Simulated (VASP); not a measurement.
Input of a VASP 6.6.1 run:

File INCAR:

```
PREC = Accurate
ENCUT = 520
EDIFF = 1E-6
ISMEAR = 0
SIGMA = 0.05
LREAL = False
LASPH = True
NELM = 80
ALGO = Normal
ISIF = 2
LWAVE = False
LCHARG = False
GGA = PE
NBANDS = 31
```

KPOINTS

```
Automatic mesh
0
Gamma
  12 12 12
```

POSCAR

```
C
1.0
    1.2597845300      0.7273369375      9.8141000000
   -1.2597845300      0.7273369375      9.8141000000
    0.0000000000     -1.4546738750      9.8141000000
C
10
Direct
    0.0248257000      0.0248257000      0.0248257000
    0.9751743000      0.9751743000      0.9751743000
    0.1086810650      0.1086810650      0.1086810650
    0.8913189350      0.8913189350      0.8913189350
    0.1583663742      0.1583663742      0.1583663742
    0.8416336258      0.8416336258      0.8416336258
    0.3748589682      0.3748589682      0.3748589682
    0.6251410318      0.6251410318      0.6251410318
    0.4253192967      0.4253192967      0.4253192967
    0.5746807033      0.5746807033      0.5746807033
```

Potentials or basis: VASP PAW PBE potentials, release 64 (C).

The run is started by

```console
$ cat potpaw_PBE.64/C/POTCAR > POTCAR
$ mpirun -np 1 vasp_std > vasp.out
```

(1) Estimate the pressure.

(2) Estimate the band gap on the k mesh.

(3) Predict the largest force.

Answers

(1) 29.2 GPa.

(2) 3.93 eV (least direct gap 4.81 eV).

(3) 0.591 eV/Å.

Caveat: the stress differs along the axes, from 3 to 81 GPa.
